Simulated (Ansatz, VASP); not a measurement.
**One calculation of SrW2, two programs**

```
CELL_PARAMETERS angstrom
0.00000 4.01474 4.01474
4.01474 0.00000 4.01474
4.01474 4.01474 0.00000
ATOMIC_POSITIONS crystal
Sr 0.00000 0.00000 0.00000
Sr 0.25000 0.25000 0.25000
W 0.62500 0.62500 0.62500
W 0.12500 0.62500 0.62500
W 0.62500 0.62500 0.12500
W 0.62500 0.12500 0.62500
```

Alike in both runs: functional PBE; k mesh 8 × 8 × 8; occupations gaussian, width 0.1 eV; no spin polarisation.

Ansatz relaxed the structure, and its values are those at the end. VASP's run is a single point on that final structure, the one shown.

|  | VASP | Ansatz |
| --- | --- | --- |
| version | VASP 6.6.1 | Ansatz 0.2.0 |
| potentials or method | VASP PAW PBE potentials, release 64 (Sr_sv, W_sv), cutoff 520 eV | scalar-relativistic, plane waves, PAW |
| valence electrons in the cell | 76 | 76 |

```tsv
	VASP	Ansatz	Ansatz less VASP
gap on the k mesh at the Fermi level (eV)	none	none	-
pressure (GPa)	0.3	0.0	-0.28
```

A gap of «none» marks a metal or a gap that the smearing closes. The functional is the same, so the differences come from potentials, cutoffs and numerics.

Spin-orbit coupling is off throughout.
